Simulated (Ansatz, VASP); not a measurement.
# Ge: VASP beside Ansatz

Contents of INCAR:

```
SYSTEM = Ge
  ALGO = Normal
  EDIFF = 1E-7
  ENCUT = 520
  GGA = PE
  ISIF = 2
  ISMEAR = 0
  LASPH = .True.
  LCHARG = .False.
  LREAL = .False.
  LWAVE = .False.
  NBANDS = 21
  NELM = 60
  PREC = Accurate
  SIGMA = 0.15
```

Contents of KPOINTS:

```
k-points
0
Gamma
  18 18 18
  0 0 0
```

POSCAR

```
Ge
1.0
    0.0000000000      2.8805347709      2.8805347709
    2.8805347709      0.0000000000      2.8805347709
    2.8805347709      2.8805347709      0.0000000000
Ge
2
Direct
    0.4913210560      0.5086789440      0.5086789440
    0.7586789440      0.7413210560      0.7413210560
```

Input for Ansatz:

```yaml
crystal:
  lattice:
    - [0.0, 2.8805347709, 2.8805347709]
    - [2.8805347709, 0.0, 2.8805347709]
    - [2.8805347709, 2.8805347709, 0.0]
  atoms:
    - { symbol: Ge, position: [0.491321056, 0.508678944, 0.508678944] }
    - { symbol: Ge, position: [0.758678944, 0.741321056, 0.741321056] }
basis:
  ecutwfc: 420
kpoints:
  mp_grid: { grid: [18, 18, 18] }
hamiltonian:
  xc: pbe
scf:
  occupations: { method: gaussian, width: 0.15 }
output:
  forces: true
  stress: true
  eigenvalues: true
```

Change from the starting cell: mode 4 (273.8 1/cm) frozen in, largest displacement +0.050 Å.

Alike in both runs: task single point; functional PBE; k mesh 18 × 18 × 18; occupations gaussian, width 0.15 eV; no spin polarisation.

```csv
,VASP,Ansatz
version,VASP 6.6.1,Ansatz 0.2.0
potentials or method,"VASP PAW PBE potentials, release 64 (Ge_d), cutoff 520 eV","scalar-relativistic, plane waves, PAW"
valence electrons in the cell,28,28
```

VASP gave:

```
gap on the k mesh at the Fermi level (eV)                     : none
pressure (GPa)                                                : 0.2
traceless stress, the component that is largest in VASP (GPa) : 2.49
rms of the force components (eV/Å)                            : 0.578
```

Q: Estimate Ansatz's values.

A: gap on the k mesh at the Fermi level (eV): none; pressure (GPa): 0.3; traceless stress, the component that is largest in VASP (GPa): 2.51; rms of the force components (eV/Å): 0.578.

Atom by atom the forces differ by 0.000 eV/Å (rms over components). A gap of «none» marks a metal or a gap that the smearing closes.
